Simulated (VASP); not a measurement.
A run of VASP 6.6.1:

INCAR

```
PREC = Accurate
ENCUT = 520
EDIFF = 1E-6
ISMEAR = 0
SIGMA = 0.1
LREAL = F
LASPH = T
NELM = 100
ALGO = Normal
ISIF = 2
LWAVE = F
LCHARG = F
GGA = PE
NBANDS = 7
```

File KPOINTS:

```
Automatic mesh
0
Gamma
  16 16 16
```

The input POSCAR:

```
Mg
1.0
    0.0000000000      2.1912771430      2.1912771430
    2.1912771430      0.0000000000      2.1912771430
    2.1912771430      2.1912771430      0.0000000000
Mg
1
Direct
    0.0000000000      0.0000000000      0.0000000000
```

Potentials or basis: VASP PAW PBE potentials, release 64 (Mg).

Launch:

```bash
$ cat potpaw_PBE.64/Mg/POTCAR > POTCAR
$ mpirun -np 1 vasp_std > vasp.out
```

Hardware: 1 thread of Intel(R) Xeon(R) Platinum 8559C (Emerald Rapids), on a shared host.

Problem. How long does it take, and how much memory?

Solution. It took 5.4 s on 1 thread of Intel(R) Xeon(R) Platinum 8559C (Emerald Rapids), on a shared host, peak memory 0.14 GiB. Counts: scf iterations 9, k points 145.
